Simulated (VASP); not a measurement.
Write the native input for VASP 6.6.1 that does the following.

| Quantity | Value |
| --- | --- |
| Task | relaxation of cell and atoms |
| Functional | PBE |
| Potentials or basis | VASP PAW PBE potentials, release 64 (Sc_sv, Ta_pv, F) |
| Cutoff | 600 eV |
| k mesh | 12 × 12 × 6 |
| Occupations | gaussian, width 0.1 eV |
| Spin | no spin polarisation |
| Dipole correction | no |
| Further INCAR settings | ALGO = Normal; EDIFF = 1e-06; IBRION = 2; EDIFFG = -0.01; NSW = 100; ISIF = 3 |

The structure of ScTa3F lies in POSCAR:

```
ScTa3F
1.0
    3.3285884065      0.0000000000      0.0000000000
    0.0000000000      3.3285884065      0.0000000000
    0.0000000000      0.0000000000      7.5999154802
Sc Ta F
1 3 1
Direct
    0.0000000000      0.0000000000      0.5000000000
    0.5000000000      0.5000000000      0.1979820917
    0.5000000000      0.5000000000      0.8020179083
    0.0000000000      0.0000000000      0.0000000000
    0.5000000000      0.5000000000      0.5000000000
```

The cell was generated, and may not be a known phase.

The input as run:

INCAR

```
PREC = Accurate ; ENCUT = 600
EDIFF = 1E-6 ; ISMEAR = 0
SIGMA = 0.1 ; LREAL = F
LASPH = T ; NELM = 100
ALGO = Normal ; ISIF = 3
LWAVE = F ; LCHARG = F
GGA = PE ; IBRION = 2
NSW = 100 ; EDIFFG = -0.01
```

KPOINTS

```
Automatic mesh
0
Gamma
  12 12 6
```

Potentials or basis: VASP PAW PBE potentials, release 64 (Sc_sv, Ta_pv, F).

The run is started by

```console
$ cat potpaw_PBE.64/Sc_sv/POTCAR potpaw_PBE.64/Ta_pv/POTCAR potpaw_PBE.64/F/POTCAR > POTCAR
$ mpirun -np 1 vasp_std > vasp.out
```

It gave:

```
Relaxed volume                        : 16.96 Å³/atom
Relaxed cell                          : a = 3.348 Å, b = 3.348 Å, c = 7.566 Å, α = 90.00°, β = 90.00°, γ = 90.00°
Space group after relaxing (to 0.1 Å) : P4/mmm (No. 123)
Energy gained by relaxing             : 1.1 meV/atom
Ionic steps                           : 6
Pressure after relaxing               : 0.0 GPa
Largest force after relaxing          : 0.007 eV/Å
Band gap on the k mesh                : zero (an odd number of electrons rules out a gap without spin polarisation)
```

Caveat: spin-orbit coupling is left out, which moves the levels of the heavy elements.

Wall time 42 min on 1 thread of AMD EPYC 7R13 (shared host), peak memory 0.44 GiB.
